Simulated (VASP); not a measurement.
# Ge (Cmmm) in VASP: single point with PBEsol

Aim: the single point of Ge with PBEsol.

Everything below comes from runs of VASP 6.6.1. Logs are shortened: lines on timing, memory, paths and dates and some standing lists are left out, and cuts for length are marked.

## (1) The cell of the first run

It takes space group Cmmm (No. 65, orthorhombic). Conventional cell: a = 2.794 Å, b = 5.201 Å, c = 2.698 Å, α = 90.00°, β = 90.00°, γ = 90.00°. Ge (site symmetry mmm) has 8 Ge at 2.70 to 2.95 Å within 3.6 Å.

## (2) Single point, PBEsol

The input, INCAR:

```
  ALGO = Normal
  EDIFF = 1E-6
  ENCUT = 520
  GGA = PS
  ISIF = 2
  ISMEAR = -1
  LASPH = T
  LCHARG = F
  LREAL = F
  LWAVE = F
  NBANDS = 13
  NELM = 80
  PREC = Accurate
  SIGMA = 0.1
```

The input, KPOINTS:

```
k-points
0
Gamma
  13 13 12
```

The input, POSCAR:

```
Ge
1.0
    1.3971490000     -2.6005160000      0.0000000000
    1.3971490000      2.6005160000      0.0000000000
    0.0000000000      0.0000000000      2.6982310000
Ge
1
Direct
    0.5000000000      0.5000000000      0.0000000000
```

Potentials or basis: VASP PAW PBE potentials, release 64 (Ge_d).

Launch:

```bash
cat potpaw_PBE.64/Ge_d/POTCAR > POTCAR
mpirun -np 1 vasp_std > vasp.out
```

OUTCAR:

```text
EDIFF = 1E-6
   ENCUT = 520
   GGA = PS
   ISIF = 2
   ISMEAR = -1
   LASPH = T
   LREAL = F
   NELM = 80
   PREC = Accurate

 ion  position               nearest neighbor table
   1  0.500  0.500  0.000-

  LATTYP: Found a base centered orthorhombic cell.
 ALAT       =     2.7942980000
 B/A-ratio  =     1.8613018368
 C/A-ratio  =     0.9656203454

  Lattice vectors:

 A1 = (   1.3971490000,  -2.6005160000,   0.0000000000)
 A2 = (   1.3971490000,   2.6005160000,   0.0000000000)
 A3 = (   0.0000000000,   0.0000000000,   2.6982310000)

Analysis of symmetry for initial positions (statically):
=====================================================================
 Subroutine PRICEL returns:
 Original cell was already a primitive cell.

 Routine SETGRP: Setting up the symmetry group for a
 base centered orthorhombic supercell.

 Subroutine GETGRP returns: Found  8 space group operations
 (whereof  8 operations were pure point group operations)
 out of a pool of  8 trial point group operations.

The static configuration has the point symmetry D_2h.

Analysis of symmetry for dynamics (positions and initial velocities):
=====================================================================
 Subroutine PRICEL returns:
 Original cell was already a primitive cell.

 Routine SETGRP: Setting up the symmetry group for a
 base centered orthorhombic supercell.

 Subroutine GETGRP returns: Found  8 space group operations
 (whereof  8 operations were pure point group operations)
 out of a pool of  8 trial point group operations.

The dynamic configuration has the point symmetry D_2h.

 Subroutine INISYM returns: Found  8 space group operations
 (whereof  8 operations are pure point group operations),
 and found     1 'primitive' translations

----------------------------------------------------------------------------------------

                                     Primitive cell

  volume of cell :      19.6070

  direct lattice vectors                    reciprocal lattice vectors
     1.397149000 -2.600516000  0.000000000     0.357871637 -0.192269534  0.000000000
     1.397149000  2.600516000  0.000000000     0.357871637  0.192269534  0.000000000
     0.000000000  0.000000000  2.698231000     0.000000000  0.000000000  0.370613191

  length of vectors
     2.952068562  2.952068562  2.698231000     0.406250763  0.406250763  0.370613191

  position of ions in fractional coordinates (direct lattice)
     0.500000000  0.500000000  0.000000000

  ion indices of the primitive-cell ions
   primitive index   ion index
                 1           1

----------------------------------------------------------------------------------------

 KPOINTS: k-points

Automatic generation of k-mesh.
 Grid dimensions read from file:
 generate k-points for:   13   13   12

 Generating k-lattice:

  Cartesian coordinates                     Fractional coordinates (reciprocal lattice)
     0.027528587 -0.014789964  0.000000000     0.076923077  0.000000000  0.000000000
     0.027528587  0.014789964  0.000000000     0.000000000  0.076923077  0.000000000
     0.000000000  0.000000000  0.030884433     0.000000000  0.000000000  0.083333333

  Length of vectors
     0.031250059  0.031250059  0.030884433

  Shift w.r.t. Gamma in fractional coordinates (k-lattice)
     0.000000000  0.000000000  0.000000000

 Subroutine IBZKPT returns following result:
 ===========================================

 Found    343 irreducible k-points:

 Following reciprocal coordinates:
            Coordinates               Weight
  0.000000  0.000000  0.000000      1.000000
  0.076923  0.000000  0.000000      4.000000
  0.153846  0.000000  0.000000      4.000000
  0.230769  0.000000  0.000000      4.000000
  0.307692  0.000000  0.000000      4.000000
  0.384615 -0.000000  0.000000      4.000000
[... 16 lines left out ...]
  0.384615  0.153846  0.000000      4.000000
  0.461538  0.153846  0.000000      4.000000
 [... further k-points ...]
   k-points           NKPTS =    343   k-points in BZ     NKDIM =    343   number of bands    NBANDS=     13
   number of dos      NEDOS =    301   number of ions     NIONS =      1
   total plane-waves  NPLWV =  11520
   dimension x,y,z NGX =    24 NGY =   24 NGZ =   20
   dimension x,y,z NGXF=    48 NGYF=   48 NGZF=   40
   ions per type =               1
   NGX,Y,Z   is equivalent  to a cutoff of  13.52, 13.52, 12.32 a.u.
   NGXF,Y,Z  is equivalent  to a cutoff of  27.03, 27.03, 24.65 a.u.
 SYSTEM =  unknown system
   PREC   = accura    normal or accurate (medium, high low for compatibility)
   ISTART =      0    job   : 0-new  1-cont  2-samecut
   ICHARG =      2    charge: 1-file 2-atom 10-const
   ISPIN  =      1    spin polarized calculation?
   LNONCOLLINEAR =      F non collinear calculations
   LSORBIT =      F    spin-orbit coupling
   LASPH  =      T    aspherical Exc in radial PAW
   ENCUT  =  520.0 eV  38.22 Ry    6.18 a.u.   5.49  5.49  5.02*2*pi/ulx,y,z
   NELM   =     80;   NELMIN=  2; NELMDL= -5     # of ELM steps
   EDIFF  = 0.1E-05   stopping-criterion for ELM
   LREAL  =      F    real-space projection
[... 7 lines left out ...]
   TEBEG  =    0.0;   TEEND  =   0.0 temperature during run
   PSTRESS=    0.0 pullay stress
   NELECT =      14.0000    total number of electrons
   NUPDOWN=      -1.0000    fix difference up-down
   EMIN   =  10.00;   EMAX   =-10.00  energy-range for DOS
   EFERMI =   0.00;   METHOD = LEGACY
   ISMEAR =    -1;   SIGMA  =   0.10  broadening in eV -4-tet -1-fermi 0-gaus
   EFERMI_NEDOS =   21; number of points for ismear=-14 and -15
   IALGO  =     38    algorithm
   IMIX   =      4    mixing-type and parameters
     AMIX     =   0.40;   BMIX     =  1.00
     AMIX_MAG =   1.60;   BMIX_MAG =  1.00
  volume/ion in A,a.u.               =      19.61       132.31
  Fermi-wavevector in a.u.,A,eV,Ry     =   1.463234  2.765111 29.130796  2.141053
  Thomas-Fermi vector in A             =   2.579353
   LORBIT       =      0    0 simple, 1 ext, 2 COOP (PROOUT), +10 PAW based schemes
   GGA     = PS    functional components
   LHFCALC =     F    Hartree Fock is set to
   AEXX    =    0.0000 exact exchange contribution
   IVDW    =     0    specifies the selected vdW correction
   LEPSILON=     F    determine dielectric tensor
   LRPA    =     F    only Hartree local field effects (RPA)
 non-spin polarized calculation
  energy-cutoff  :      520.00
  volume of cell :       19.61
 maximum number of plane-waves:       543
 NGX is ok and might be reduce to    24
   NGX = 11   NGY = 11   NGZ = 11

 number of electron      14.0000003 magnetization

 Free energy of the ion-electron system (eV)
  ---------------------------------------------------
  ext. energy  EPLUGINS =         0.00000000
  ---------------------------------------------------
  free energy    TOTEN  =        -4.73858223 eV

  energy without entropy =       -4.72530177  energy(sigma->0) =       -4.73194200

 E-fermi :   6.0802     XC(G=0): -11.1870

 val. band max:        6.0800620628   @ k =  -0.4615   0.2308   0.0000
 cond. band min:       6.0806956349   @ k =  -0.3077   0.2308   0.1667
 fundamental gap:      0.0006335721
 Fermi energy:         6.0801843926

 k-point     1 :       0.0000    0.0000    0.0000
  band No.  band energies     occupation
      1     -18.5812      2.00000
      2     -18.5216      2.00000
      3     -18.4707      2.00000
      4     -18.3665      2.00000
      5     -18.3490      2.00000
      6      -6.7942      2.00000
      7      12.7273      0.00000
      8      13.2047      0.00000
      9      14.7066      0.00000
     10      16.2558      0.00000
     11      18.5476      0.00000
     12      20.9100      0.00000
     13      21.0740      0.00000

 k-point     2 :       0.0769    0.0000    0.0000
  band No.  band energies     occupation
      1     -18.5769      2.00000
      2     -18.5153      2.00000
      3     -18.4715      2.00000
      4     -18.3674      2.00000
      5     -18.3519      2.00000
      6      -6.6506      2.00000
      7      12.5961      0.00000
      8      12.8671      0.00000
      9      13.4684      0.00000
     10      16.6246      0.00000
     11      18.4557      0.00000
     12      19.7424      0.00000
     13      21.8908      0.00000

 k-point     3 :       0.1538    0.0000    0.0000
  band No.  band energies     occupation
      1     -18.5664      2.00000
      2     -18.5009      2.00000
      3     -18.4694      2.00000
      4     -18.3705      2.00000
      5     -18.3593      2.00000
      6      -6.2199      2.00000
      7      10.4980      0.00000
      8      12.1057      0.00000
      9      13.2805      0.00000
     10      16.4912      0.00000
     11      17.6580      0.00000
     12      21.0872      0.00000
     13      23.9847      0.00000
[... 305 lines left out ...]
 k-point    23 :       0.3846    0.1538    0.0000
  band No.  band energies     occupation
      1     -18.5382      2.00000
      2     -18.4779      2.00000
      3     -18.4027      2.00000
      4     -18.3862      2.00000
      5     -18.3803      2.00000
      6      -1.5928      2.00000
      7       1.3737      2.00000
      8       6.5096      0.02693
      9      16.7587      0.00000
     10      17.3835      0.00000
     11      22.2680      0.00000
     12      23.3354      0.00000
     13      23.4148      0.00000

 k-point    24 :       0.4615    0.1538    0.0000
  band No.  band energies     occupation
      1     -18.5379      2.00000
      2     -18.4739      2.00000
      3     -18.4008      2.00000
      4     -18.3950      2.00000
      5     -18.3802      2.00000
      6      -1.8390      2.00000
      7       1.7103      2.00000
      8       6.3265      0.15693
      9      16.6460      0.00000
     10      17.5969      0.00000
     11      21.9158      0.00000
     12      23.5150      0.00000
     13      23.9706      0.00000

 [... further k-points ...]

------------------------ aborting loop because EDIFF is reached ----------------------------------------

  FORCE on cell =-STRESS in cart. coord.  units (eV):
  Direction    XX          YY          ZZ          XY          YZ          ZX
  --------------------------------------------------------------------------------------
  -------------------------------------------------------------------------------------
  Total       -0.2921849     -0.6613963     -0.5263080      0.0000000      0.0000000      0.0000000
  in kB      -23.8757475    -54.0456755    -43.0070012      0.0000000      0.0000000      0.0000000
  external PRESSURE =     -40.3094747 kB  Pullay stress =       0.0000000 kB

 VOLUME and BASIS-vectors are now :
 -----------------------------------------------------------------------------
  energy-cutoff  :      520.00
  volume of cell :       19.61
      direct lattice vectors                 reciprocal lattice vectors
     1.397149000 -2.600516000  0.000000000     0.357871637 -0.192269534  0.000000000
     1.397149000  2.600516000  0.000000000     0.357871637  0.192269534  0.000000000
     0.000000000  0.000000000  2.698231000     0.000000000  0.000000000  0.370613191

 POSITION                                       TOTAL-FORCE (eV/Angst)
 -----------------------------------------------------------------------------------
      1.39715      0.00000      0.00000        -0.000000     -0.000000      0.000000
 -----------------------------------------------------------------------------------
    total drift:                               -0.000000     -0.000000     -0.000000

  FREE ENERGIE OF THE ION-ELECTRON SYSTEM (eV)
  ---------------------------------------------------
  free  energy   TOTEN  =        -4.7385822303 eV

  energy  without entropy=       -4.7253017663  energy(sigma->0) =       -4.73194200
```

Run time: 38 s. Hardware: 1 thread of Intel Xeon Platinum 8259CL at 2.50GHz (Skylake/Cascade Lake), shared host; peak memory 0.19 GiB.

What came out:

```yaml
Free_energy: -4.7386 eV
Pressure: -4.0 GPa
Band_gap_on_the_k_mesh: zero (band 7 reaches 12.73 eV, above the bottom of band 8 at 3.49 eV)
```

Stress tensor (GPa, compression positive):
```
-2.39  0.00  0.00
 0.00 -5.40  0.00
 0.00  0.00 -4.30
```

Levels at points of the mesh, in eV from the Fermi level:
```tsv
k point	band 3	band 4	band 5	band 6	band 7	band 8	band 9	band 10	band 11	band 12
(0.00, 0.00, 0.00)	-24.55	-24.45	-24.43	-12.87	6.65	7.12	8.63	10.18	12.47	14.83
(0.00, 0.00, 0.50)	-24.51	-24.49	-24.46	-9.10	-5.70	9.95	11.45	16.04	16.06	17.27
```

Caveat: the PAW data sets were made with another functional, which shifts forces and pressure a little.
